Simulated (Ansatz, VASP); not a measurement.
## Two plane-wave programs on TiO2

```
Ti O
1.0
     2.55052   -2.55053   -0.01965
     2.55052    2.55053   -0.01965
    -2.51613    0.00000    4.72885
Ti O
2 4
Direct
  0.12499 0.87501 0.25000
  0.87501 0.12499 0.75000
  0.33113 0.08113 0.66227
  0.66887 0.91887 0.33773
  0.91887 0.66887 0.83773
  0.08113 0.33113 0.16227
```

Change from the starting cell: strain -0.050 along x and y, -0.025 along z, atoms carried along.

Alike in both runs: task single point; functional r2SCAN; k mesh 6 × 6 × 6; occupations gaussian, width 0.05 eV; no spin polarisation; Hubbard terms Ti d U = 4.0 eV.

|  | VASP | Ansatz |
| --- | --- | --- |
| version | VASP 6.6.1 | Ansatz 0.2.0 |
| potentials or method | VASP PAW PBE potentials, release 64 (Ti_sv, O), cutoff 520 eV | scalar-relativistic, plane waves, PAW |
| valence electrons in the cell | 48 | 48 |

Ansatz gave:

| Property | Result |
| --- | --- |
| gap on the k mesh at the Fermi level (eV) | 3.57 |
| least direct gap on the mesh (eV) | 3.85 |
| pressure (GPa) | 36.9 |
| traceless stress, the component that is largest in VASP (GPa) | -5.97 |
| rms of the force components (eV/Å) | 0.161 |

**Question.** Estimate VASP's values.

**Answer.** gap on the k mesh at the Fermi level (eV): 3.67; least direct gap on the mesh (eV): 3.96; pressure (GPa): 44.5; traceless stress, the component that is largest in VASP (GPa): -7.77; rms of the force components (eV/Å): 0.237.

VASP's potentials were made for PBE, not for r2SCAN. The programs project onto different local orbitals, so the same U acts differently, and such runs can settle in different states. Atom by atom the forces differ by 0.076 eV/Å (rms over components). The pressures are high and differ by over a tenth, so treat them with care.
